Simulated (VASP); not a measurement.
Runs of VASP 6.6.1 on Ba. The structure is that of space group Im-3m (No. 229), or close to it. The cells are those of the table. 

```tsv
task	cell	cutoff (eV)	gap on the mesh (eV)	pressure (GPa)
relaxation of cell and atoms	relaxed to 30 GPa from a = 4.339 Å, angles 70.5, 109.5, 70.5°, 1 atom	600	none	30.0
single point	a = 3.309 Å, angles 70.5, 109.5, 70.5°, 1 atom	520	none	23.2
relaxation of cell and atoms	relaxed to 10 GPa from a = 4.339 Å, angles 70.5, 109.5, 70.5°, 1 atom	600	none	10.0
relaxation of cell and atoms	relaxed from a = 4.339 Å, angles 70.5, 109.5, 70.5°, 1 atom	600	none	0.0
single point	a = 3.151 Å, angles 70.5, 109.5, 70.5°, 1 atom	520	none	35.8
relaxation of cell and atoms	relaxed to 20 GPa from a = 4.339 Å, angles 70.5, 109.5, 70.5°, 1 atom	600	none	20.0
single point	a = 4.402 Å, angles 70.5, 109.5, 70.5°, 1 atom	520	none	0.1
single point	a = 3.598 Å, angles 70.5, 109.5, 70.5°, 1 atom	520	none	(a)
```

Alike in all rows: level r2SCAN; potentials or basis VASP PAW PBE potentials, release 64 (Ba_sv); no spin polarisation; k mesh 6 × 6 × 6; smearing gaussian 0.1 eV.

Question: Fill in the values left out.

Answer: (a) 11.1.

Caveats: some runs use coarse meshes; the PAW data sets were made with another functional, which shifts forces and pressure a little; spin-orbit coupling is left out, which moves the levels of the heavy elements; the cell is relaxed towards a set pressure, so the run minimises the enthalpy, not the energy (at least some runs); the cell stands under pressure (at least some runs).

A k mesh can miss the band edges, and the runs leave out spin-orbit coupling on Ba.

A gap of «none» marks levels without a gap at the run's occupations.
